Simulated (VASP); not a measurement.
Runs of VASP 6.6.1 on BaTiO3. The structure is that of space group Pm-3m (No. 221), or close to it. The cells are those of the table. 

| cell | gap on the mesh (eV) | pressure (GPa) |
| --- | --- | --- |
| a = 3.952 Å, 5 atoms | 1.73 | -0.1 |
| a = 3.839 Å, 5 atoms | 1.87 | (b) |
| a = 4.160 Å, 5 atoms | 1.44 | -21.1 |
| a = 4.006 Å, 5 atoms | (c) | -7.3 |
| a = 4.059 Å, 5 atoms | 1.58 | (a) |

Alike in all rows: task single point; level LDA; potentials or basis VASP PAW LDA potentials, release 64 (Ba_sv, Ti_sv, O); no spin polarisation; k mesh 6 × 6 × 6; cutoff (eV) 520; smearing gaussian 0.01 eV.

Question: Estimate the missing entries.

Answer: (a) -13.0; (b) 20.4; (c) 1.65.

Caveats: spin-orbit coupling is left out, which moves the levels of the heavy elements.

A k mesh can miss the band edges, and the runs leave out spin-orbit coupling on Ba.
